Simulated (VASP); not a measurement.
Here is a VASP 6.6.1 calculation.

Contents of INCAR:

```
SYSTEM = CaMg3
PREC = Accurate
ENCUT = 520
EDIFF = 1E-7
ISMEAR = 1
SIGMA = 0.05
LREAL = .FALSE.
LASPH = .TRUE.
NELM = 80
ALGO = Normal
ISIF = 2
LWAVE = .FALSE.
LCHARG = .TRUE.
GGA = CA
LELF = .TRUE.
LVHAR = .TRUE.
NBANDS = 16
```

The input KPOINTS:

```
Automatic mesh
0
G
  6 6 6
  0 0 0
```

Contents of POSCAR:

```
CaMg3
1.0
   -2.5900875408      2.5900875408      3.6496702820
    2.5900875408     -2.5900875408      3.6496702820
    2.5900875408      2.5900875408     -3.6496702820
Ca Mg
1 3
Direct
    0.0000000000      0.0000000000      0.0000000000
    0.5000000000      0.5000000000      0.0000000000
    0.2500000000      0.7500000000      0.5000000000
    0.7500000000      0.2500000000      0.5000000000
```

Potentials or basis: VASP PAW LDA potentials, release 64 (Ca_sv, Mg).

Run with:

```bash
$ cat potpaw_LDA.64/Ca_sv/POTCAR potpaw_LDA.64/Mg/POTCAR > POTCAR
$ mpirun -np 1 vasp_std > vasp.out
```

Predict the pressure.

-0.7 GPa.

Predict the band gap on the k mesh.

zero (band 8 reaches 3.04 eV, above the bottom of band 9 at 1.85 eV).

Stress tensor (GPa, compression positive):
```
-0.65  0.00  0.00
 0.00 -0.65  0.00
 0.00  0.00 -0.74
```
